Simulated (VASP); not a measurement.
Here is a VASP 6.6.1 calculation.

INCAR

```
  PREC = Accurate
  ENCUT = 600
  EDIFF = 1E-6
  ISMEAR = -1
  SIGMA = 0.1
  LREAL = False
  LASPH = True
  NELM = 60
  ALGO = Normal
  ISIF = 3
  LWAVE = False
  LCHARG = False
  GGA = PS
  IBRION = 2
  NSW = 80
  EDIFFG = -0.01
```

The input KPOINTS:

```
Automatic mesh
0
Gamma
  12 12 12
```

File POSCAR:

```
Sn
1.0
   -1.9137253733      1.9137253733      1.9137253733
    1.9137253733     -1.9137253733      1.9137253733
    1.9137253733      1.9137253733     -1.9137253733
Sn
1
Direct
    0.0000000000      0.0000000000      0.0000000000
```

Potentials or basis: VASP PAW PBE potentials, release 64 (Sn_d).

The run is started by

```sh
$ cat potpaw_PBE.64/Sn_d/POTCAR > POTCAR
$ mpirun -np 1 vasp_std > vasp.out
```

(1) Estimate the relaxed cell.

(2) Predict the relaxed volume.

Results:

(1) a = 3.235 Å, b = 3.235 Å, c = 3.235 Å, α = 109.47°, β = 109.47°, γ = 109.47°.

(2) 26.06 Å³/atom.

Caveat: the PAW data sets were made with another functional, which shifts forces and pressure a little.
